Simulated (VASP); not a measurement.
A run of VASP 6.6.1 is set up as follows.

Contents of INCAR:

```
ALGO = Normal
EDIFF = 1E-6
ENCUT = 520
GGA = PE
ISIF = 2
ISMEAR = -1
LASPH = True
LCHARG = False
LREAL = False
LWAVE = False
NBANDS = 10
NELM = 100
PREC = Accurate
SIGMA = 0.13605693000000002
```

File KPOINTS:

```
k-points
0
Gamma
  11 11 11
```

POSCAR

```
B
1.0
    0.0000000000      2.0259128131      2.0259128131
    2.0259128131      0.0000000000      2.0259128131
    2.0259128131      2.0259128131      0.0000000000
B
2
Direct
    0.0000000000      0.0000000000      0.0000000000
    0.2500000000      0.2500000000      0.2500000000
```

Potentials or basis: VASP PAW PBE potentials, release 64 (B).

Command:

```console
$ cat potpaw_PBE.64/B/POTCAR > POTCAR
$ mpirun -np 1 vasp_std > vasp.out
```

Question: What does it give for the pressure?

Answer: 0.2 GPa.

Question: What does it give for the band gap on the k mesh?

Answer: Zero (band 3 reaches 7.79 eV, above the bottom of band 4 at 1.34 eV).
